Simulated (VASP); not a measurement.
A run of VASP 6.6.1 is set up as follows.

The input POSCAR:

```
ZnSe
1.0
    0.0000000000      2.8324246788      2.8324246788
    2.8324246788      0.0000000000      2.8324246788
    2.8324246788      2.8324246788      0.0000000000
Zn Se
1 1
Direct
    0.0000000000      0.0000000000      0.0000000000
    0.2500000000      0.2500000000      0.2500000000
```

INCAR.step1

```
SYSTEM = ZnSe
ALGO     = Normal         ! electronic algorithm
EDIFF    = 1E-5           ! SCF threshold, eV
ENCUT    = 520            ! plane-wave cutoff, eV
GGA      = PE             ! functional
ISIF     = 2              ! what is computed and relaxed
ISMEAR   = 0              ! smearing method
LASPH    = .TRUE.         ! aspherical terms in the spheres
LCHARG   = .FALSE.        ! write CHGCAR
LREAL    = .FALSE.        ! projectors in reciprocal space
LWAVE    = .TRUE.         ! write WAVECAR
NBANDS   = 16             ! bands
NELM     = 80             ! most SCF steps
PREC     = Accurate       ! precision mode
SIGMA    = 0.01           ! smearing width, eV
```

INCAR.step2

```
SYSTEM = ZnSe
AEXX     = 0.05           ! exact-exchange fraction
ALGO     = Normal         ! electronic algorithm
EDIFF    = 1E-6           ! SCF threshold, eV
ENCUT    = 520            ! plane-wave cutoff, eV
GGA      = PE             ! functional
HFSCREEN = 0.2078         ! screening, 1/A
ISIF     = 2              ! what is computed and relaxed
ISMEAR   = 0              ! smearing method
ISTART   = 1            
LASPH    = .TRUE.         ! aspherical terms in the spheres
LCHARG   = .FALSE.        ! write CHGCAR
LHFCALC  = .TRUE.         ! exact exchange
LREAL    = .FALSE.        ! projectors in reciprocal space
LWAVE    = .FALSE.        ! write WAVECAR
NBANDS   = 16             ! bands
NELM     = 80             ! most SCF steps
PREC     = Accurate       ! precision mode
PRECFOCK = Normal       
SIGMA    = 0.01           ! smearing width, eV
```

Contents of KPOINTS:

```
k-points
0
G
  4 4 4
  0 0 0
```

Potentials or basis: VASP PAW PBE potentials, release 64 (Zn, Se).

Run with:

```bash
$ cat potpaw_PBE.64/Zn/POTCAR potpaw_PBE.64/Se/POTCAR > POTCAR
$ cp INCAR.step1 INCAR
$ mpirun -np 1 vasp_std > vasp.out
$ cp INCAR.step2 INCAR
$ mpirun -np 1 vasp_std > vasp.out
```

Task: Estimate the pressure.

Result: 2.5 GPa.

Task: Predict the band gap on the k mesh.

Result: 1.51 eV, direct.

Caveat: the k points lie up to 0.48 Å⁻¹ apart; the PAW data sets were made with another functional, which shifts forces and pressure a little.
